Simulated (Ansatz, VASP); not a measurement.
## Hf2N: VASP beside Ansatz

```xyz
24
Lattice="5.2955 0.0000 0.0000 0.0000 6.2015 0.0000 0.0000 0.0000 24.8964" Properties=species:S:1:pos:R:3 pbc="T T T"
Hf    1.6443    3.4158    7.7736
Hf    1.0035    0.3150    7.7736
Hf    3.5877    5.8004    9.0701
Hf    4.3556    2.6996    9.0701
Hf    1.6616    1.6422   10.3531
Hf    0.9862    4.7430   10.3531
Hf    3.6407    4.1019   11.8277
Hf    4.3026    1.0012   11.8277
Hf    1.6548    6.1045   13.0687
Hf    0.9929    3.0037   13.0687
Hf    3.6339    2.3626   14.5433
Hf    4.3094    5.4634   14.5433
Hf    1.7079    4.4060   15.8263
Hf    0.9399    1.3052   15.8263
Hf    3.6512    0.5891   17.1227
Hf    4.2921    3.6898   17.1227
N    -0.0199    4.6344    8.2780
N     2.6677    1.5336    8.2780
N    -0.0075    2.8645   11.0767
N     2.6553    5.9653   11.0767
N     0.0075    1.1403   13.8196
N     2.6402    4.2411   13.8196
N     0.0199    5.5720   16.6183
N     2.6279    2.4712   16.6183
```

Alike in both runs: functional PBEsol; k mesh 7 × 6 × 1; occupations gaussian, width 0.1 eV; no spin polarisation.

Ansatz relaxed the structure, and its values are those at the end. VASP's run is a single point on that final structure, the one shown.

```csv
,VASP,Ansatz
version,VASP 6.6.1,Ansatz 0.2.0
potentials or method,"VASP PAW PBE potentials, release 64 (Hf_pv, N), cutoff 520 eV","scalar-relativistic, plane waves, PAW"
valence electrons in the cell,200,456
```

|  | VASP | Ansatz | Ansatz less VASP |
| --- | --- | --- | --- |
| gap on the k mesh at the Fermi level (eV) | none | none | - |
| rms of the force components (eV/Å) | 0.026 | 0.005 | -0.0210 |

VASP's potentials were made for PBE, not for PBEsol. A gap of «none» marks a metal or a gap that the smearing closes. VASP's potentials hold 200 valence electrons a cell and Ansatz's 456, so a difference there can come from the potentials and not from the codes.

Neither program's run includes spin-orbit coupling.
